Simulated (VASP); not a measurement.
Pb, 2 atoms in the cell. The structure is monoclinic, space group C2/m (No. 12). The conventional cell has a = 6.117 Å, b = 3.524 Å, c = 6.495 Å, α = 90.00°, β = 109.14°, γ = 90.00°. Pb (site symmetry m) has 10 Pb at 3.36 to 3.53 Å within 4.4 Å. 

| Item | Value |
| --- | --- |
| Program | VASP 6.6.1 |
| Task | single point |
| Functional | PBEsol |
| Potentials or basis | VASP PAW PBE potentials, release 64 (Pb_d) |
| Cutoff | 520 eV |
| k mesh | 9 × 9 × 5 |
| Occupations | fermi-dirac, width 0.05 eV |
| Spin | no spin polarisation |
| Dipole correction | no |
| Further INCAR settings | ALGO = Fast; EDIFF = 1e-06; NBANDS = 21 |

Potentials or basis: VASP PAW PBE potentials, release 64 (Pb_d).

Run with:

```console
$ cat potpaw_PBE.64/Pb_d/POTCAR > POTCAR
$ mpirun -np 1 vasp_std > vasp.out
```

Hardware: 1 thread of Intel(R) Xeon(R) Platinum 8259CL CPU @ 2.50GHz (Skylake/Cascade Lake) (shared host).

Task: How long does it take, and how much memory?

Result: Wall time 2.1 min on 1 thread of Intel(R) Xeon(R) Platinum 8259CL CPU @ 2.50GHz (Skylake/Cascade Lake), on a shared host, peak memory 0.27 GiB. Counts: scf iterations 13, k points 115.
